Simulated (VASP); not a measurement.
Input of a VASP 6.6.1 run:

File INCAR:

```
PREC     = Accurate       # precision mode
ENCUT    = 520            # plane-wave cutoff, eV
EDIFF    = 1E-6           # SCF threshold, eV
ISMEAR   = -1             # smearing method
SIGMA    = 0.02           # smearing width, eV
LREAL    = False          # projectors in reciprocal space
LASPH    = True           # aspherical terms in the spheres
NELM     = 100            # most SCF steps
ALGO     = Normal         # electronic algorithm
ISIF     = 2              # what is computed and relaxed
LWAVE    = False          # write WAVECAR
LCHARG   = False          # write CHGCAR
GGA      = PE             # functional
NBANDS   = 21             # bands
```

The input KPOINTS:

```
regular mesh
0
Gamma
  12 12 4
```

The input POSCAR:

```
Al2BN3
1.0
    2.9413941600      0.0000000000      0.0000000000
   -1.4706970800      2.5473220652      0.0000000000
    0.0000000000      0.0000000000      7.1800449146
B Al N
1 2 3
Direct
    0.0000000000      0.0000000000      0.0125449880
    0.6666666667      0.3333333333      0.6766337789
    0.3333333333      0.6666666667      0.3196956648
    0.6666666667      0.3333333333      0.9382271751
    0.3333333333      0.6666666667      0.5789656845
    0.0000000000      0.0000000000      0.2239327086
```

Potentials or basis: VASP PAW PBE potentials, release 64 (B, Al, N).

Launch:

```console
$ cat potpaw_PBE.64/B/POTCAR potpaw_PBE.64/Al/POTCAR potpaw_PBE.64/N/POTCAR > POTCAR
$ mpirun -np 1 vasp_std > vasp.out
```

(1) Predict the pressure.

(2) Estimate the band gap on the k mesh.

(3) What does it give for the largest force?

## Answers

(1) 4.5 GPa.

(2) 3.13 eV (least direct gap 4.12 eV).

(3) 0.197 eV/Å.

Caveat: the cell stands under pressure.
